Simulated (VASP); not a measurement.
Write the native input for VASP 6.6.1 that does the following.

| Item | Value |
| --- | --- |
| Task | single point |
| Functional | LDA |
| Potentials or basis | VASP PAW LDA potentials, release 64 (Ca_sv) |
| Cutoff | 520 eV |
| k mesh | 11 × 11 × 11 |
| Occupations | fermi-dirac, width 0.1 eV |
| Spin | no spin polarisation |
| Dipole correction | no |
| Further INCAR settings | ALGO = Normal; EDIFF = 1e-06; NBANDS = 11 |

The structure of Ca lies in POSCAR:

```
Ca
1.0
    3.3234686859      0.0000000000      0.0000000000
    0.0000000000      3.3234686859      0.0000000000
    0.0000000000      0.0000000000      3.3234686859
Ca
1
Direct
    0.0000000000      0.0000000000      0.0000000000
```

This isn't the form of Ca at room conditions, which is fcc.

These files were run (other wordings do the same):

INCAR

```
PREC = Accurate ; ENCUT = 520
EDIFF = 1E-6 ; ISMEAR = -1
SIGMA = 0.1 ; LREAL = F
LASPH = T ; NELM = 100
ALGO = Normal ; ISIF = 2
LWAVE = F ; LCHARG = T
LELF = T ; LVHAR = T
NBANDS = 11
```

KPOINTS

```
Automatic mesh
0
Gamma
  11 11 11
```

Potentials or basis: VASP PAW LDA potentials, release 64 (Ca_sv).

Run with:

```sh
$ cat potpaw_LDA.64/Ca_sv/POTCAR > POTCAR
$ mpirun -np 1 vasp_std > vasp.out
```

It gave:

```
Pressure               : 0.5 GPa
Band gap on the k mesh : zero (bands 5 and 6 overlap by 0.60 eV)
```

It took 30 s on 1 thread of Intel Xeon 8259CL, on a shared host, peak memory 0.15 GiB.
